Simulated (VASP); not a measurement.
# TiN (rocksalt type) (Fm-3m) in VASP: further runs

TiN (rocksalt type) is run at these levels: LDA; tasks: single point.

Program: VASP 6.6.1. These are calculated values, not measurements. Logs are shortened: lines on timing, memory, paths and dates and some standing lists are left out, and cuts for length are marked.

## Step 1: The cell of the first run

The structure is cubic, space group Fm-3m (No. 225). The conventional cell has a = 4.172 Å, b = 4.172 Å, c = 4.172 Å, α = 90.00°, β = 90.00°, γ = 90.00°. Ti (site symmetry m-3m) has 6 N at 2.09 Å within 2.8 Å. Within 2.8 Å of N (site symmetry m-3m) lie 6 Ti at 2.09 Å.

## Step 2: Single point, LDA

File INCAR:

```
SYSTEM = TiN
PREC     = Accurate       ! precision mode
ENCUT    = 520            ! plane-wave cutoff, eV
EDIFF    = 1E-7           ! SCF threshold, eV
ISMEAR   = -1             ! smearing method
SIGMA    = 0.1            ! smearing width, eV
LREAL    = .False.        ! projectors in reciprocal space
LASPH    = .True.         ! aspherical terms in the spheres
NELM     = 80             ! most SCF steps
ALGO     = Normal         ! electronic algorithm
ISIF     = 2              ! what is computed and relaxed
LWAVE    = .False.        ! write WAVECAR
LCHARG   = .False.        ! write CHGCAR
NBANDS   = 25             ! bands
```

File KPOINTS:

```
regular mesh
0
Gamma
  14 14 10
  0 0 0
```

File POSCAR:

```
TiN
1.0
    2.0860023023      2.0860023023      0.0000000000
   -2.0860023023      2.0860023023      0.0000000000
    0.0000000000      0.0000000000      4.1720046045
Ti N
2 2
Direct
    0.0000000000      0.0000000000      0.0000000000
    0.5000000000      0.5000000000      0.5000000000
    0.5000000000      0.5000000000      0.0000000000
    0.0000000000      0.0000000000      0.5000000000
```

Potentials or basis: VASP PAW LDA potentials, release 64 (Ti_sv, N).

Started as:

```console
$ cat potpaw_LDA.64/Ti_sv/POTCAR potpaw_LDA.64/N/POTCAR > POTCAR
$ mpirun -np 1 vasp_std > vasp.out
```

OUTCAR:

```text
SYSTEM = TiN
   PREC = Accurate
   ENCUT = 520
   EDIFF = 1E-7
   ISMEAR = -1
   LREAL = .False.
   LASPH = .True.
   NELM = 80
   ISIF = 2

 ion  position               nearest neighbor table
   1  0.000  0.000  0.000-   4 2.09   4 2.09   3 2.09   3 2.09   3 2.09   3 2.09
   2  0.500  0.500  0.500-   3 2.09   3 2.09   4 2.09   4 2.09   4 2.09   4 2.09
   3  0.500  0.500  0.000-   2 2.09   2 2.09   1 2.09   1 2.09   1 2.09   1 2.09
   4  0.000  0.000  0.500-   1 2.09   1 2.09   2 2.09   2 2.09   2 2.09   2 2.09

  LATTYP: Found a simple tetragonal cell.
 ALAT       =     2.9500527471
 C/A-ratio  =     1.4142135623

  Lattice vectors:

 A1 = (   2.0860023023,   2.0860023023,   0.0000000000)
 A2 = (  -2.0860023023,   2.0860023023,   0.0000000000)
 A3 = (   0.0000000000,   0.0000000000,   4.1720046045)

Analysis of symmetry for initial positions (statically):
=====================================================================
 Subroutine PRICEL returns following result:

  LATTYP: Found a face centered cubic cell.
 ALAT       =     4.1720046045

  Lattice vectors:

 A1 = (   0.0000000000,  -2.0860023023,  -2.0860023023)
 A2 = (   2.0860023023,   0.0000000000,  -2.0860023022)
 A3 = (   2.0860023023,  -2.0860023023,   0.0000000000)

   2 primitive cells build up your supercell.

 Routine SETGRP: Setting up the symmetry group for a
 simple tetragonal supercell.

 Subroutine GETGRP returns: Found 16 space group operations
 (whereof 16 operations were pure point group operations)
 out of a pool of 16 trial point group operations.

The static configuration has the point symmetry D_4h.

Analysis of symmetry for dynamics (positions and initial velocities):
=====================================================================
 Subroutine PRICEL returns following result:

  LATTYP: Found a face centered cubic cell.
 ALAT       =     4.1720046045

  Lattice vectors:

 A1 = (   0.0000000000,  -2.0860023023,  -2.0860023023)
 A2 = (   2.0860023023,   0.0000000000,  -2.0860023022)
 A3 = (   2.0860023023,  -2.0860023023,   0.0000000000)

   2 primitive cells build up your supercell.

 Routine SETGRP: Setting up the symmetry group for a
 simple tetragonal supercell.

 Subroutine GETGRP returns: Found 16 space group operations
 (whereof 16 operations were pure point group operations)
 out of a pool of 16 trial point group operations.

The dynamic configuration has the point symmetry D_4h.

 Subroutine INISYM returns: Found 16 space group operations
 (whereof 16 operations are pure point group operations),
 and found     2 'primitive' translations

----------------------------------------------------------------------------------------

                                     Primitive cell

  volume of cell :      18.1541

  direct lattice vectors                    reciprocal lattice vectors
     0.000000000 -2.086002302 -2.086002302    -0.239692928 -0.239692928 -0.239692928
     2.086002302  0.000000000 -2.086002302     0.239692928  0.239692928 -0.239692928
     2.086002302 -2.086002302  0.000000000     0.239692928 -0.239692928  0.239692928

  length of vectors
     2.950052747  2.950052747  2.950052747     0.415160330  0.415160330  0.415160330

  position of ions in fractional coordinates (direct lattice)
     0.000000000  0.000000000  0.000000000
     0.500000000  0.500000000  0.500000000

  ion indices of the primitive-cell ions
   primitive index   ion index
                 1           1
                 2           4

----------------------------------------------------------------------------------------

 KPOINTS: regular mesh

Automatic generation of k-mesh.
 Grid dimensions read from file:
 generate k-points for:   14   14   10

 Generating k-lattice:

  Cartesian coordinates                     Fractional coordinates (reciprocal lattice)
     0.017120923  0.017120923  0.000000000     0.071428571  0.000000000  0.000000000
    -0.017120923  0.017120923  0.000000000     0.000000000  0.071428571  0.000000000
     0.000000000  0.000000000  0.023969293     0.000000000  0.000000000  0.100000000

  Length of vectors
     0.024212642  0.024212642  0.023969293

  Shift w.r.t. Gamma in fractional coordinates (k-lattice)
     0.000000000  0.000000000  0.000000000

 Subroutine IBZKPT returns following result:
 ===========================================

 Found    216 irreducible k-points:

 Following reciprocal coordinates:
            Coordinates               Weight
  0.000000  0.000000  0.000000      1.000000
  0.071429  0.000000  0.000000      4.000000
  0.142857  0.000000  0.000000      4.000000
  0.214286  0.000000  0.000000      4.000000
  0.285714  0.000000  0.000000      4.000000
  0.357143  0.000000  0.000000      4.000000
[... 16 lines left out ...]
  0.285714  0.214286  0.000000      8.000000
  0.357143  0.214286  0.000000      8.000000
 [... further k-points ...]
   k-points           NKPTS =    216   k-points in BZ     NKDIM =    216   number of bands    NBANDS=     25
   number of dos      NEDOS =    301   number of ions     NIONS =      4
   total plane-waves  NPLWV =  18432
   dimension x,y,z NGX =    24 NGY =   24 NGZ =   32
   dimension x,y,z NGXF=    48 NGYF=   48 NGZF=   64
   ions per type =               2   2
   NGX,Y,Z   is equivalent  to a cutoff of  13.52, 13.52, 12.75 a.u.
   NGXF,Y,Z  is equivalent  to a cutoff of  27.05, 27.05, 25.50 a.u.
 SYSTEM =  TiN
   PREC   = accura    normal or accurate (medium, high low for compatibility)
   ISTART =      0    job   : 0-new  1-cont  2-samecut
   ICHARG =      2    charge: 1-file 2-atom 10-const
   ISPIN  =      1    spin polarized calculation?
   LNONCOLLINEAR =      F non collinear calculations
   LSORBIT =      F    spin-orbit coupling
   LASPH  =      T    aspherical Exc in radial PAW
   ENCUT  =  520.0 eV  38.22 Ry    6.18 a.u.   5.49  5.49  7.76*2*pi/ulx,y,z
   NELM   =     80;   NELMIN=  2; NELMDL= -5     # of ELM steps
   EDIFF  = 0.1E-06   stopping-criterion for ELM
   LREAL  =      F    real-space projection
   EDIFFG = 0.1E-05   stopping-criterion for IOM
   NSW    =      0    number of steps for IOM
   IBRION =     -1    ionic relax: 0-MD 1-quasi-New 2-CG
   NFREE  =      0    steps in history (QN), initial steepest desc. (CG)
   ISIF   =      2    stress and relaxation
   ISYM   =      2    0-nonsym 1-usesym 2-fastsym
   POTIM  = 0.5000    time-step for ionic-motion
   TEBEG  =    0.0;   TEEND  =   0.0 temperature during run
   PSTRESS=    0.0 pullay stress
   NELECT =      34.0000    total number of electrons
   NUPDOWN=      -1.0000    fix difference up-down
   EMIN   =  10.00;   EMAX   =-10.00  energy-range for DOS
   EFERMI =   0.00;   METHOD = LEGACY
   ISMEAR =    -1;   SIGMA  =   0.10  broadening in eV -4-tet -1-fermi 0-gaus
   EFERMI_NEDOS =   21; number of points for ismear=-14 and -15
   IALGO  =     38    algorithm
   IMIX   =      4    mixing-type and parameters
     AMIX     =   0.40;   BMIX     =  1.00
     AMIX_MAG =   1.60;   BMIX_MAG =  1.00
  volume/ion in A,a.u.               =       9.08        61.25
  Fermi-wavevector in a.u.,A,eV,Ry     =   1.601645  3.026671 34.902588  2.565268
  Thomas-Fermi vector in A             =   2.698591
   LORBIT       =      0    0 simple, 1 ext, 2 COOP (PROOUT), +10 PAW based schemes
   GGA     = CA    functional components
   LHFCALC =     F    Hartree Fock is set to
   AEXX    =    0.0000 exact exchange contribution
   IVDW    =     0    specifies the selected vdW correction
   LEPSILON=     F    determine dielectric tensor
   LRPA    =     F    only Hartree local field effects (RPA)
 non-spin polarized calculation
  energy-cutoff  :      520.00
  volume of cell :       36.31
 maximum number of plane-waves:      1001
 NGX is ok and might be reduce to    24
   NGX = 11   NGY = 11   NGZ = 15

 number of electron      33.9999997 magnetization

 Free energy of the ion-electron system (eV)
  ---------------------------------------------------
  ext. energy  EPLUGINS =         0.00000000
  ---------------------------------------------------
  free energy    TOTEN  =       -43.37025360 eV

  energy without entropy =      -43.31821371  energy(sigma->0) =      -43.34423366

 E-fermi :  11.8577     XC(G=0): -13.6458

 val. band max:       11.8543099689   @ k =   0.1429   0.0000   0.0000
 cond. band min:      11.8583593559   @ k =   0.2857   0.0000   0.2000
 fundamental gap:      0.0040493870
 Fermi energy:        11.8577057859

 k-point     1 :       0.0000    0.0000    0.0000
  band No.  band energies     occupation
      1     -45.2083      2.00000
      2     -45.0383      2.00000
      3     -22.1865      2.00000
      4     -21.7772      2.00000
      5     -21.7772      2.00000
      6     -21.5238      2.00000
[... 17 lines left out ...]
     24      14.4564      0.00000
     25      14.4564      0.00000

 k-point     2 :       0.0714    0.0000    0.0000
  band No.  band energies     occupation
      1     -45.2040      2.00000
      2     -45.0383      2.00000
      3     -22.1764      2.00000
      4     -21.7962      2.00000
      5     -21.7712      2.00000
      6     -21.5499      2.00000
[... 17 lines left out ...]
     24      14.4189      0.00000
     25      14.4541      0.00000

 k-point     3 :       0.1429    0.0000    0.0000
  band No.  band energies     occupation
      1     -45.1919      2.00000
      2     -45.0385      2.00000
      3     -22.1470      2.00000
      4     -21.8485      2.00000
      5     -21.7539      2.00000
      6     -21.6231      2.00000
[... 552 lines left out ...]
 k-point    23 :       0.2857    0.2143    0.0000
  band No.  band energies     occupation
      1     -45.1223      2.00000
      2     -45.0389      2.00000
      3     -21.9968      2.00000
      4     -21.9795      2.00000
      5     -21.9010      2.00000
      6     -21.7896      2.00000
[... 17 lines left out ...]
     24      15.4068      0.00000
     25      15.8656      0.00000

 k-point    24 :       0.3571    0.2143    0.0000
  band No.  band energies     occupation
      1     -45.1011      2.00000
      2     -45.0429      2.00000
      3     -22.0569      2.00000
      4     -21.9903      2.00000
      5     -21.9225      2.00000
      6     -21.7598      2.00000
[... 17 lines left out ...]
     24      15.3288      0.00000
     25      16.2871      0.00000

 [... further k-points ...]

------------------------ aborting loop because EDIFF is reached ----------------------------------------

  FORCE on cell =-STRESS in cart. coord.  units (eV):
  Direction    XX          YY          ZZ          XY          YZ          ZX
  --------------------------------------------------------------------------------------
  -------------------------------------------------------------------------------------
  Total        0.2787705      0.2787705      0.2007995      0.0000000      0.0000000      0.0000000
  in kB       12.3013586     12.3013586      8.8607171      0.0000000      0.0000000      0.0000000
  external PRESSURE =      11.1544781 kB  Pullay stress =       0.0000000 kB

 VOLUME and BASIS-vectors are now :
 -----------------------------------------------------------------------------
  energy-cutoff  :      520.00
  volume of cell :       36.31
      direct lattice vectors                 reciprocal lattice vectors
     2.086002302  2.086002302  0.000000000     0.239692928  0.239692928  0.000000000
    -2.086002302  2.086002302  0.000000000    -0.239692928  0.239692928  0.000000000
     0.000000000  0.000000000  4.172004604     0.000000000  0.000000000  0.239692928

 POSITION                                       TOTAL-FORCE (eV/Angst)
 -----------------------------------------------------------------------------------
      0.00000      0.00000      0.00000        -0.000000      0.000000      0.000000
      0.00000      2.08600      2.08600         0.000000      0.000000     -0.000000
      0.00000      2.08600      0.00000        -0.000000     -0.000000      0.000000
      0.00000      0.00000      2.08600         0.000000     -0.000000      0.000000
 -----------------------------------------------------------------------------------
    total drift:                                0.000000      0.000000     -0.000000

  FREE ENERGIE OF THE ION-ELECTRON SYSTEM (eV)
  ---------------------------------------------------
  free  energy   TOTEN  =       -43.3702536025 eV

  energy  without entropy=      -43.3182137109  energy(sigma->0) =      -43.34423366
```

Wall time 3.8 min (1 thread of Intel Xeon 8259CL, shared host); peak memory 0.26 GiB.

Results:

```yaml
Free_energy: -43.3703 eV
Pressure: 1.1 GPa
Band_gap_on_the_k_mesh: zero (bands 17 and 18 overlap by 5.07 eV)
```

## Step 3: Single point, LDA

File INCAR:

```
PREC = Accurate
ENCUT = 520
EDIFF = 1E-6
ISMEAR = -1
SIGMA = 0.1
LREAL = False
LASPH = True
NELM = 100
ALGO = Normal
ISIF = 2
LWAVE = False
LCHARG = False
NBANDS = 25
```

File KPOINTS:

```
Automatic mesh
0
Gamma
  14 14 10
```

POSCAR is that of step 2.

Potentials or basis: VASP PAW LDA potentials, release 64 (Ti_sv, N).

Started as:

```console
$ cat potpaw_LDA.64/Ti_sv/POTCAR potpaw_LDA.64/N/POTCAR > POTCAR
$ mpirun -np 1 vasp_std > vasp.out
```

OUTCAR:

```text
PREC = Accurate
   ENCUT = 520
   EDIFF = 1E-6
   ISMEAR = -1
   LREAL = False
   LASPH = True
   NELM = 100
   ISIF = 2

 ion  position               nearest neighbor table
   1  0.000  0.000  0.000-   4 2.09   4 2.09   3 2.09   3 2.09   3 2.09   3 2.09
   2  0.500  0.500  0.500-   3 2.09   3 2.09   4 2.09   4 2.09   4 2.09   4 2.09
   3  0.500  0.500  0.000-   2 2.09   2 2.09   1 2.09   1 2.09   1 2.09   1 2.09
   4  0.000  0.000  0.500-   1 2.09   1 2.09   2 2.09   2 2.09   2 2.09   2 2.09

  LATTYP: Found a simple tetragonal cell.
 ALAT       =     2.9500527471
 C/A-ratio  =     1.4142135623

[... 885 lines left out ...]
  --------------------------------------------------------------------------------------
  -------------------------------------------------------------------------------------
  Total        0.2827517      0.2827517      0.2048520      0.0000000      0.0000000     -0.0000000
  in kB       12.4770376     12.4770376      9.0395418      0.0000000      0.0000000     -0.0000000
  external PRESSURE =      11.3312057 kB  Pullay stress =       0.0000000 kB

 VOLUME and BASIS-vectors are now :
 -----------------------------------------------------------------------------
  energy-cutoff  :      520.00
  volume of cell :       36.31
      direct lattice vectors                 reciprocal lattice vectors
     2.086002302  2.086002302  0.000000000     0.239692928  0.239692928  0.000000000
    -2.086002302  2.086002302  0.000000000    -0.239692928  0.239692928  0.000000000
     0.000000000  0.000000000  4.172004604     0.000000000  0.000000000  0.239692928

 POSITION                                       TOTAL-FORCE (eV/Angst)
 -----------------------------------------------------------------------------------
      0.00000      0.00000      0.00000         0.000000     -0.000000      0.000000
      0.00000      2.08600      2.08600         0.000000     -0.000000     -0.000000
      0.00000      2.08600      0.00000        -0.000000      0.000000      0.000000
      0.00000      0.00000      2.08600         0.000000     -0.000000      0.000000
 -----------------------------------------------------------------------------------
    total drift:                                0.000000      0.000000     -0.000000

  FREE ENERGIE OF THE ION-ELECTRON SYSTEM (eV)
  ---------------------------------------------------
  free  energy   TOTEN  =       -43.3702536396 eV

  energy  without entropy=      -43.3182129285  energy(sigma->0) =      -43.34423328
```

stdout:

```text
POSCAR found type information on POSCAR TiN
 POSCAR found :  2 types and       4 ions
 scaLAPACK will be used
 LDA part: xc-table for (Slater(with rela. corr.)+CA(PZ))
 , standard interpolation
 POSCAR, INCAR and KPOINTS ok, starting setup
 FFT: planning ... GRIDC
 FFT: planning ... GRID_SOFT
 FFT: planning ... GRID
 WAVECAR not read
 entering main loop
```

It took 3.4 min on 1 thread of Intel Xeon 8259CL, shared host; peak memory 0.26 GiB.

Results:

* Free energy: -43.3703 eV
* Pressure: 1.1 GPa
* Band gap on the k mesh: zero (bands 17 and 18 overlap by 5.07 eV)
